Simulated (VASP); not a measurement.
Here is a VASP 6.6.1 calculation.

Contents of POSCAR:

```
C
1.0
    0.0000000000      1.7058431126      1.7058431126
    1.7058431126      0.0000000000      1.7058431126
    1.7058431126      1.7058431126      0.0000000000
C
2
Direct
    0.0000000000      0.0000000000      0.0000000000
    0.2500000000      0.2500000000      0.2500000000
```

The input INCAR.step1:

```
PREC = Accurate
ENCUT = 520
ISMEAR = 0
SIGMA = 0.05
LREAL = False
LASPH = True
NELM = 100
NBANDS = 11
GGA = PE
ALGO = Normal
EDIFF = 1E-4
LWAVE = True
LCHARG = False
```

INCAR.step2

```
PREC = Accurate
ENCUT = 520
EDIFF = 1E-6
ISMEAR = 0
SIGMA = 0.05
LREAL = False
LASPH = True
NELM = 100
ALGO = Normal
ISIF = 2
LWAVE = False
LCHARG = True
METAGGA = R2SCAN
LMIXTAU = True
LELF = True
LVHAR = True
NBANDS = 11
ISTART = 1
```

The input KPOINTS:

```
regular mesh
0
Gamma
  12 12 12
```

Potentials or basis: VASP PAW PBE potentials, release 64 (C).

The run is started by

```console
$ cat potpaw_PBE.64/C/POTCAR > POTCAR
$ cp INCAR.step1 INCAR
$ mpirun -np 1 vasp_std > vasp.out
$ cp INCAR.step2 INCAR
$ mpirun -np 1 vasp_std > vasp.out
```

Problem. What does it give for the band gap on the k mesh?

Solution. 4.67 eV, indirect (least direct gap 6.20 eV).

Problem. What does it give for the pressure?

Solution. 74.4 GPa.

Caveat: the PAW data sets were made with another functional, which shifts forces and pressure a little. A k mesh can miss the band edges.
